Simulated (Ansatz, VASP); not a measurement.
Si: VASP beside Ansatz

Contents of INCAR:

```
PREC = Accurate
ENCUT = 520
EDIFF = 1E-6
ISMEAR = 0
SIGMA = 0.01
LREAL = F
LASPH = T
NELM = 60
ALGO = Normal
ISIF = 2
LWAVE = F
LCHARG = T
GGA = PE
LELF = T
LVHAR = T
NBANDS = 16
```

Contents of KPOINTS:

```
regular mesh
0
Gamma
  12 12 4
```

The input POSCAR:

```
Si
1.0
    3.8321167912      0.0000000000      0.0000000000
   -1.9160583956      3.3187104915      0.0000000000
    0.0000000000      0.0000000000      6.3412386945
Si
4
Direct
    0.3333333333      0.6666666667      0.0630612449
    0.6666666667      0.3333333333      0.5630612449
    0.3333333333      0.6666666667      0.4369387551
    0.6666666667      0.3333333333      0.9369387551
```

Input for Ansatz:

```yaml
crystal:
  lattice:
    - [3.8321167912, 0.0, 0.0]
    - [-1.9160583956, 3.3187104915, 0.0]
    - [0.0, 0.0, 6.3412386945]
  atoms:
    - { symbol: Si, position: [0.3333333333, 0.6666666667, 0.0630612449] }
    - { symbol: Si, position: [0.6666666667, 0.3333333333, 0.5630612449] }
    - { symbol: Si, position: [0.3333333333, 0.6666666667, 0.4369387551] }
    - { symbol: Si, position: [0.6666666667, 0.3333333333, 0.9369387551] }
kpoints:
  mp_grid: { grid: [12, 12, 4] }
  band_path:
    path:
      - [0.0, 0.0, 0.0]
      - [0.5, 0.0, 0.0]
      - [0.3333333333, 0.3333333333, 0.0]
      - [0.0, 0.0, 0.5]
      - [0.5, 0.0, 0.5]
      - [0.3333333333, 0.3333333333, 0.5]
      - [0.0, 0.5, 0.0]
    npoints: 1
hamiltonian:
  xc: pbe
scf:
  occupations: { method: fixed }
  n_extra_bands: 5
output:
  forces: true
  stress: true
  eigenvalues: true
```

Alike in both runs: task single point; functional PBE; k mesh 12 × 12 × 4; no spin polarisation.

```csv
,VASP,Ansatz
version,VASP 6.6.1,Ansatz 0.2.0
potentials or method,"VASP PAW PBE potentials, release 64 (Si)","plane waves, PAW"
plane-wave cutoff (eV),520,420
occupations,"gaussian, width 0.01 eV",fixed
valence electrons in the cell,16,16
```

|  | VASP | Ansatz | Ansatz less VASP |
| --- | --- | --- | --- |
| gap on the k mesh at the Fermi level (eV) | 0.43 | 0.43 | -0.002 |
| pressure (GPa) | 1.2 | 1.3 | +0.08 |
| traceless stress, the component that is largest in VASP (GPa) | -0.13 | -0.12 | +0.006 |
